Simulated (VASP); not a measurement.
# ZnS: electric field gradients with PBE

Crystal: ZnS.

```
CELL_PARAMETERS angstrom
0.00000 2.73170 2.70465
2.73170 0.00000 2.70465
2.73170 2.73170 0.00000
ATOMIC_POSITIONS crystal
Zn 0.00000 0.00000 0.00000
S 0.75000 0.75000 0.75000
```

This cell differs from its parent crystal: equal xx and yy strain of +1 %.

```yaml
Program: VASP 6.6.1
Task: electric field gradients
Functional: PBE
Potentials_or_basis: VASP PAW PBE potentials, release 64 (Zn, S)
Cutoff: 520 eV
k_mesh: 8 × 8 × 8
Occupations: fermi-dirac, width 0.01 eV
Spin: no spin polarisation
Dipole_correction: no
Further_INCAR_settings: ALGO = Normal; EDIFF = 1e-08; NBANDS = 16
```

```json
{
  "Pressure": "0.1 GPa",
  "Band gap on the k mesh": "1.99 eV",
  "Largest electric field gradient by atom": "Zn +1.7; S -2.0 V/Å²"
}
```

Stress tensor (GPa, compression positive):
```
-0.04  0.00  0.00
 0.00 -0.04  0.00
 0.00  0.00  0.36
```

Levels at points of the mesh, in eV from the valence-band top:
```tsv
k point	band 5	band 6	band 7	band 8	band 9	band 10	band 11	band 12	band 13	band 14
(0.00, 0.00, 0.00)	-5.80	-5.80	-0.03	-0.03	0.00	1.99	6.39	6.39	6.39	11.63
(0.50, 0.00, 0.00)	-5.77	-5.61	-5.16	-0.88	-0.83	3.24	6.87	6.96	8.77	12.04
(0.50, 0.50, 0.00)	-5.73	-5.58	-4.45	-2.19	-2.19	3.40	3.99	10.87	11.78	11.78
(0.50, 0.00, 0.50)	-5.73	-5.60	-4.51	-2.15	-2.13	3.45	4.08	10.76	11.75	11.83
```

Electric field gradients, principal values (V/Å²):
```tsv
atom	least	middle	greatest (by size)
1 Zn	-0.859	-0.867	1.726
2 S	0.997	0.997	-1.994
```

It took 43 s on 1 thread of Intel Xeon 8259CL, on a shared host, peak memory 0.19 GiB.

Caveat: the cell differs from its parent crystal (equal xx and yy strain of +1 %); without QUAD_EFG the Cq values of the log hold for a quadrupole moment of 1 mb, not for the nuclei.
